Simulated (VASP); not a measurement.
Set up this calculation in VASP 6.6.1, as the native input.

```yaml
Task: single point
Functional: PBEsol
Potentials_or_basis: VASP PAW PBE potentials, release 64 (O, C, H)
Cutoff: 520 eV
k_mesh: 1 × 1 × 1
Occupations: fermi-dirac, width 0.05 eV
Spin: no spin polarisation
Dipole_correction: no
Further_INCAR_settings: LREAL = Auto; ALGO = Normal; EDIFF = 1e-06; NBANDS = 98
```

The structure of H2CO2 lies in POSCAR:

```
H2CO2
1.0
    7.6834750000      0.0000000000      0.0000000000
    0.0000000000      7.6834750000      0.0000000000
    0.0000000000      0.0000000000      7.6834750000
O C H
16 8 16
Direct
    0.9056058619      0.8853676234      0.9190633145
    1.1546077784      0.9769277573      0.7797513495
    0.7043167317      0.9269894156      0.5349142152
    0.7946794907      1.2008238460      0.6059758117
    0.1500883389      0.3058772235      0.0440165420
    0.2608585308      0.5683235775      0.0099564325
    0.1838881496      0.7615824871      0.5362807844
   -0.0056484859      0.9166295198      0.3820406782
    0.2311974725      0.4203046148      0.5833037786
    0.0928616284      0.4417272133      0.3280026290
    0.4793794475      0.1778101705      0.2128203710
    0.7210929950      0.2060786298      0.0414135531
    0.6322790144      0.4357533538      0.7601768731
    0.8641272341      0.6157370200      0.7424895636
    0.4534536782      0.8421840378      0.0452659767
    0.6221403727      0.6603262196      0.2094755303
    1.0545098409      0.9690927608      0.9053846079
    0.6939698509      1.0779237259      0.6143183911
    0.2602468284      0.4110249594     -0.0235960942
    0.1135163451      0.8059504326      0.3910860646
    0.1670598264      0.3551908479      0.4449549195
    0.6425608205      0.2413230992      0.1719404306
    0.7060477193      0.5843710040      0.7614783675
    0.5908394314      0.8013301273      0.1405744146
    0.9005560635      0.7659424935      0.8322276053
    1.0773120235      1.0530912120      1.0241589906
    0.8173775538      0.9299047631      0.4699305978
    0.5702107445      1.0979276955      0.6872150947
    0.0952433632      0.3636375468      0.1536284038
    0.3601365268      0.3391304065     -0.0966880220
    0.1550990925      0.8471427316      0.6424697159
    0.1682441864      0.7426587579      0.2768278676
    0.2228939380      0.5518857028      0.5781368456
    0.1768210348      0.2127813262      0.4347902479
    0.4438616642      0.0808748646      0.1286657404
    0.6808247570      0.3279896141      0.2846238193
    0.7218869066      0.3376857477      0.7023254452
    0.6185872929      0.6990196493      0.7881069438
    0.3811556620      0.7332879979      0.0197566856
    0.6847162254      0.9028597087      0.1616195797
```

The input as run:

INCAR

```
SYSTEM = H2CO2
PREC     = Accurate       ! precision mode
ENCUT    = 520            ! plane-wave cutoff, eV
EDIFF    = 1E-6           ! SCF threshold, eV
ISMEAR   = -1             ! smearing method
SIGMA    = 0.05           ! smearing width, eV
LREAL    = Auto         
LASPH    = .True.         ! aspherical terms in the spheres
NELM     = 100            ! most SCF steps
ALGO     = Normal         ! electronic algorithm
ISIF     = 2              ! what is computed and relaxed
LWAVE    = .False.        ! write WAVECAR
LCHARG   = .False.        ! write CHGCAR
GGA      = PS             ! functional
NBANDS   = 98             ! bands
```

KPOINTS

```
regular mesh
0
Gamma
  1 1 1
  0 0 0
```

Potentials or basis: VASP PAW PBE potentials, release 64 (O, C, H).

Command:

```sh
$ cat potpaw_PBE.64/O/POTCAR potpaw_PBE.64/C/POTCAR potpaw_PBE.64/H/POTCAR > POTCAR
$ mpirun -np 1 vasp_gam > vasp.out
```

It gave:

| Quantity | Value |
| --- | --- |
| Pressure | 0.8 GPa |
| Largest force | 2.425 eV/Å |
| Band gap on the k mesh | 4.19 eV |

Caveat: the k points lie up to 0.82 Å⁻¹ apart; the atoms stand as in a frame of molecular dynamics; the PAW data sets were made with another functional, which shifts forces and pressure a little.

Run time: 76 s on 1 thread of Intel(R) Xeon(R) Platinum 8488C (Sapphire Rapids) (shared host), peak memory 0.52 GiB.
